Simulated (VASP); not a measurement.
# C (P6_3/mmc) in VASP: further runs

The runs below take C through single point, with PBEsol+D3(BJ).

Everything below comes from runs of VASP 6.6.1. Logs are shortened: lines on timing, memory, paths and dates and some standing lists are left out, and cuts for length are marked.

## (1) The cell of the first run

Symmetry: P6_3/mmc, No. 194, hexagonal system. Conventional cell: a = 2.626 Å, b = 2.626 Å, c = 6.226 Å, α = 90.00°, β = 90.00°, γ = 120.00°. Within 2.0 Å of C (site symmetry -6m2) lie 3 C at 1.52 Å. Within 2.0 Å of C (site symmetry -6m2) lie 3 C at 1.52 Å.

## (2) Single point, PBEsol+D3(BJ) (9.30 Å³/atom)

INCAR reads:

```
PREC = Accurate
ENCUT = 520
EDIFF = 1E-7
ISMEAR = 0
SIGMA = 0.15
LREAL = F
LASPH = T
NELM = 60
ALGO = Normal
ISIF = 2
LWAVE = F
LCHARG = F
GGA = PS
IVDW = 12
NBANDS = 16
```

KPOINTS reads:

```
Automatic mesh
0
Gamma
  21 21 8
```

POSCAR reads:

```
C
1.0
    2.6259827449      0.0000000000      0.0000000000
   -1.3129913724      2.2741677670      0.0000000000
    0.0000000000      0.0000000000      6.2264676864
C
4
Direct
    0.0000000000      0.0000000000      0.0025000000
    0.0000000000      0.0000000000      0.5025000000
    0.3333333333      0.6666666667      0.0025000000
    0.6666666667      0.3333333333      0.5025000000
```

Potentials or basis: VASP PAW PBE potentials, release 64 (C).

Command:

```
> cat potpaw_PBE.64/C/POTCAR > POTCAR
> mpirun -np 1 vasp_std > vasp.out
```

OUTCAR:

```text
PREC = Accurate
   ENCUT = 520
   EDIFF = 1E-7
   ISMEAR = 0
   LREAL = F
   LASPH = T
   NELM = 60
   ISIF = 2
   GGA = PS
   IVDW = 12
 IVDW          = 12

 ion  position               nearest neighbor table
   1  0.000  0.000  0.002-   3 1.52   3 1.52   3 1.52
   2  0.000  0.000  0.502-   4 1.52   4 1.52   4 1.52
   3  0.333  0.667  0.002-   1 1.52   1 1.52   1 1.52
   4  0.667  0.333  0.502-   2 1.52   2 1.52   2 1.52

  LATTYP: Found a hexagonal cell.
 ALAT       =     2.6259827449
 C/A-ratio  =     2.3711000000

  Lattice vectors:

 A1 = (   2.6259827449,   0.0000000000,   0.0000000000)
 A2 = (  -1.3129913724,   2.2741677670,   0.0000000000)
 A3 = (   0.0000000000,   0.0000000000,   6.2264676864)

Analysis of symmetry for initial positions (statically):
=====================================================================
 Subroutine PRICEL returns:
 Original cell was already a primitive cell.

 Routine SETGRP: Setting up the symmetry group for a
 hexagonal supercell.

 Subroutine GETGRP returns: Found 24 space group operations
 (whereof  6 operations were pure point group operations)
 out of a pool of 24 trial point group operations.

The static configuration has the point symmetry C_3v.
 The point group associated with its full space group is D_6h.

Analysis of symmetry for dynamics (positions and initial velocities):
=====================================================================
 Subroutine PRICEL returns:
 Original cell was already a primitive cell.

 Routine SETGRP: Setting up the symmetry group for a
 hexagonal supercell.

 Subroutine GETGRP returns: Found 24 space group operations
 (whereof  6 operations were pure point group operations)
 out of a pool of 24 trial point group operations.

The dynamic configuration has the point symmetry C_3v.
 The point group associated with its full space group is D_6h.

 Subroutine INISYM returns: Found 24 space group operations
 (whereof  6 operations are pure point group operations),
 and found     1 'primitive' translations

----------------------------------------------------------------------------------------

                                     Primitive cell

  volume of cell :      37.1840

  direct lattice vectors                    reciprocal lattice vectors
     2.625982745  0.000000000  0.000000000     0.380809814  0.219860648  0.000000000
    -1.312991372  2.274167767  0.000000000     0.000000000  0.439721297  0.000000000
     0.000000000  0.000000000  6.226467686     0.000000000  0.000000000  0.160604704

  length of vectors
     2.625982745  2.625982745  6.226467686     0.439721297  0.439721297  0.160604704

  position of ions in fractional coordinates (direct lattice)
     0.000000000  0.000000000  0.002500000
     0.000000000  0.000000000  0.502500000
     0.333333333  0.666666667  0.002500000
     0.666666667  0.333333333  0.502500000

  ion indices of the primitive-cell ions
   primitive index   ion index
                 1           1
                 2           2
                 3           3
                 4           4

----------------------------------------------------------------------------------------

 KPOINTS: Automatic mesh

Automatic generation of k-mesh.
 Grid dimensions read from file:
 generate k-points for:   21   21    8

 Generating k-lattice:

  Cartesian coordinates                     Fractional coordinates (reciprocal lattice)
     0.018133801  0.010469555  0.000000000     0.047619048  0.000000000  0.000000000
     0.000000000  0.020939109  0.000000000     0.000000000  0.047619048  0.000000000
     0.000000000  0.000000000  0.020075588     0.000000000  0.000000000  0.125000000

  Length of vectors
     0.020939109  0.020939109  0.020075588

  Shift w.r.t. Gamma in fractional coordinates (k-lattice)
     0.000000000  0.000000000  0.000000000

 Subroutine IBZKPT returns following result:
 ===========================================

 Found    240 irreducible k-points:

 Following reciprocal coordinates:
            Coordinates               Weight
  0.000000  0.000000  0.000000      1.000000
  0.047619 -0.000000  0.000000      6.000000
  0.095238  0.000000  0.000000      6.000000
  0.142857  0.000000  0.000000      6.000000
  0.190476  0.000000  0.000000      6.000000
  0.238095  0.000000  0.000000      6.000000
[... 16 lines left out ...]
  0.142857  0.095238  0.000000     12.000000
  0.190476  0.095238  0.000000     12.000000
 [... further k-points ...]
   k-points           NKPTS =    240   k-points in BZ     NKDIM =    240   number of bands    NBANDS=     16
   number of dos      NEDOS =    301   number of ions     NIONS =      4
   total plane-waves  NPLWV =  19200
   dimension x,y,z NGX =    20 NGY =   20 NGZ =   48
   dimension x,y,z NGXF=    40 NGYF=   40 NGZF=   96
   ions per type =               4
   NGX,Y,Z   is equivalent  to a cutoff of  12.66, 12.66, 12.82 a.u.
   NGXF,Y,Z  is equivalent  to a cutoff of  25.32, 25.32, 25.63 a.u.
 SYSTEM =  unknown system
   PREC   = accura    normal or accurate (medium, high low for compatibility)
   ISTART =      0    job   : 0-new  1-cont  2-samecut
   ICHARG =      2    charge: 1-file 2-atom 10-const
   ISPIN  =      1    spin polarized calculation?
   LNONCOLLINEAR =      F non collinear calculations
   LSORBIT =      F    spin-orbit coupling
   LASPH  =      T    aspherical Exc in radial PAW
   ENCUT  =  520.0 eV  38.22 Ry    6.18 a.u.   4.88  4.88 11.58*2*pi/ulx,y,z
   NELM   =     60;   NELMIN=  2; NELMDL= -5     # of ELM steps
   EDIFF  = 0.1E-06   stopping-criterion for ELM
   LREAL  =      F    real-space projection
   EDIFFG = 0.1E-05   stopping-criterion for IOM
   NSW    =      0    number of steps for IOM
   IBRION =     -1    ionic relax: 0-MD 1-quasi-New 2-CG
   NFREE  =      0    steps in history (QN), initial steepest desc. (CG)
   ISIF   =      2    stress and relaxation
   ISYM   =      2    0-nonsym 1-usesym 2-fastsym
   POTIM  = 0.5000    time-step for ionic-motion
   TEBEG  =    0.0;   TEEND  =   0.0 temperature during run
   PSTRESS=    0.0 pullay stress
   NELECT =      16.0000    total number of electrons
   NUPDOWN=      -1.0000    fix difference up-down
   EMIN   =  10.00;   EMAX   =-10.00  energy-range for DOS
   EFERMI =   0.00;   METHOD = LEGACY
   ISMEAR =     0;   SIGMA  =   0.15  broadening in eV -4-tet -1-fermi 0-gaus
   EFERMI_NEDOS =   21; number of points for ismear=-14 and -15
   IALGO  =     38    algorithm
   IMIX   =      4    mixing-type and parameters
     AMIX     =   0.40;   BMIX     =  1.00
     AMIX_MAG =   1.60;   BMIX_MAG =  1.00
  volume/ion in A,a.u.               =       9.30        62.73
  Fermi-wavevector in a.u.,A,eV,Ry     =   1.235936  2.335581 20.783427  1.527539
  Thomas-Fermi vector in A             =   2.370565
   LORBIT       =      0    0 simple, 1 ext, 2 COOP (PROOUT), +10 PAW based schemes
   GGA     = PS    functional components
   LHFCALC =     F    Hartree Fock is set to
   AEXX    =    0.0000 exact exchange contribution
   IVDW    =    12    specifies the selected vdW correction
   LEPSILON=     F    determine dielectric tensor
   LRPA    =     F    only Hartree local field effects (RPA)
 non-spin polarized calculation
 Gauss-broadening in eV      SIGMA  =   0.15
  energy-cutoff  :      520.00
  volume of cell :       37.18
 maximum number of plane-waves:      1041
 NGX is ok and might be reduce to    20
   NGX =  9   NGY =  9   NGZ = 23

 number of electron      16.0000001 magnetization

 Free energy of the ion-electron system (eV)
  ---------------------------------------------------
  ext. energy  EPLUGINS =         0.00000000
  ---------------------------------------------------
  free energy    TOTEN  =       -37.46627932 eV

  energy without entropy =      -37.46538847  energy(sigma->0) =      -37.46583389

 E-fermi :   4.1221     XC(G=0): -10.6521

 val. band max:        4.1196789482   @ k =   0.3333   0.3333   0.2500
 cond. band min:       4.1538882877   @ k =   0.3333   0.3333   0.3750
 fundamental gap:      0.0342093395
 Fermi energy:         4.1221340345

 k-point     1 :       0.0000    0.0000    0.0000
  band No.  band energies     occupation
      1     -14.1260      2.00000
      2     -13.5474      2.00000
      3      -3.6454      2.00000
      4      -0.6146      2.00000
      5       1.1385      2.00000
      6       1.1385      2.00000
[... 8 lines left out ...]
     15      12.9880      0.00000
     16      13.2958      0.00000

 k-point     2 :       0.0476   -0.0000    0.0000
  band No.  band energies     occupation
      1     -14.0773      2.00000
      2     -13.5003      2.00000
      3      -3.5880      2.00000
      4      -0.5639      2.00000
      5       0.9223      2.00000
      6       0.9896      2.00000
[... 8 lines left out ...]
     15      13.1087      0.00000
     16      13.1430      0.00000

 k-point     3 :       0.0952    0.0000    0.0000
  band No.  band energies     occupation
      1     -13.9316      2.00000
      2     -13.3592      2.00000
      3      -3.4164      2.00000
      4      -0.4125      2.00000
      5       0.3243      2.00000
      6       0.4235      2.00000
[... 8 lines left out ...]
     15      13.1766      0.00000
     16      13.2054      0.00000

 k-point     4 :       0.1429    0.0000    0.0000
  band No.  band energies     occupation
      1     -13.6894      2.00000
      2     -13.1248      2.00000
      3      -3.1316      2.00000
      4      -0.5475      2.00000
      5      -0.4093      2.00000
      6      -0.1629      2.00000
[... 8 lines left out ...]
     15      12.9740      0.00000
     16      13.8479      0.00000
[... 324 lines left out ...]
 k-point    22 :       0.0952    0.0952    0.0000
  band No.  band energies     occupation
      1     -13.5445      2.00000
      2     -12.9845      2.00000
      3      -2.9616      2.00000
      4      -0.8658      2.00000
      5      -0.7722      2.00000
      6      -0.0145      2.00000
[... 8 lines left out ...]
     15      12.5019      0.00000
     16      14.7069      0.00000

 k-point    23 :       0.1429    0.0952    0.0000
  band No.  band energies     occupation
      1     -13.2077      2.00000
      2     -12.6585      2.00000
      3      -2.5674      2.00000
      4      -1.7547      2.00000
      5      -1.6253      2.00000
      6      -0.4709      2.00000
[... 8 lines left out ...]
     15      13.1040      0.00000
     16      15.8398      0.00000

 k-point    24 :       0.1905    0.0952    0.0000
  band No.  band energies     occupation
      1     -12.7776      2.00000
      2     -12.2423      2.00000
      3      -2.7774      2.00000
      4      -2.5944      2.00000
      5      -2.0664      2.00000
      6      -0.9816      2.00000
[... 8 lines left out ...]
     15      14.0838      0.00000
     16      17.0059      0.00000

 [... further k-points ...]

------------------------ aborting loop because EDIFF is reached ----------------------------------------

 Edisp (eV)   -0.43919

 E8    (eV) :    -0.2133

  FORCE on cell =-STRESS in cart. coord.  units (eV):
  Direction    XX          YY          ZZ          XY          YZ          ZX
  --------------------------------------------------------------------------------------
  -------------------------------------------------------------------------------------
  Total     -15.79279   -15.79279     0.66048    -0.00000     0.00000     0.00000
  in kB    -680.47670  -680.47670    28.45874    -0.00000     0.00000     0.00000
  external pressure =     -444.16 kB  Pullay stress =        0.00 kB

 VOLUME and BASIS-vectors are now :
 -----------------------------------------------------------------------------
  energy-cutoff  :      520.00
  volume of cell :       37.18
      direct lattice vectors                 reciprocal lattice vectors
     2.625982745  0.000000000  0.000000000     0.380809814  0.219860648  0.000000000
    -1.312991372  2.274167767  0.000000000     0.000000000  0.439721297  0.000000000
     0.000000000  0.000000000  6.226467686     0.000000000  0.000000000  0.160604704

 POSITION                                       TOTAL-FORCE (eV/Angst)
 -----------------------------------------------------------------------------------
      0.00000      0.00000      0.01557        -0.000000      0.000000      0.000000
      0.00000      0.00000      3.12880         0.000000     -0.000000      0.000000
     -0.00000      1.51611      0.01557        -0.000000      0.000000     -0.000000
      1.31299      0.75806      3.12880         0.000000     -0.000000      0.000000
 -----------------------------------------------------------------------------------
    total drift:                                0.000000      0.000000     -0.000003

  FREE ENERGIE OF THE ION-ELECTRON SYSTEM (eV)
  ---------------------------------------------------
  free  energy   TOTEN  =       -37.9054722405 eV

  energy  without entropy=      -37.9045813915  energy(sigma->0) =      -37.90502682
```

Run time: 46 s. Hardware: 1 thread of Intel Xeon 6975P-C (Granite Rapids), shared host; peak memory 0.23 GiB.

What came out:

| Item | Value |
| --- | --- |
| Free energy | -37.9055 eV |
| Pressure | -44.4 GPa |
| Band gap on the k mesh | zero (bands 8 and 9 overlap by 0.08 eV) |
| Dispersion energy per atom | -0.110 eV |

Caveat: the cell stands under tension; the PAW data sets were made with another functional, which shifts forces and pressure a little.

(Continued in part 2 of 3.)
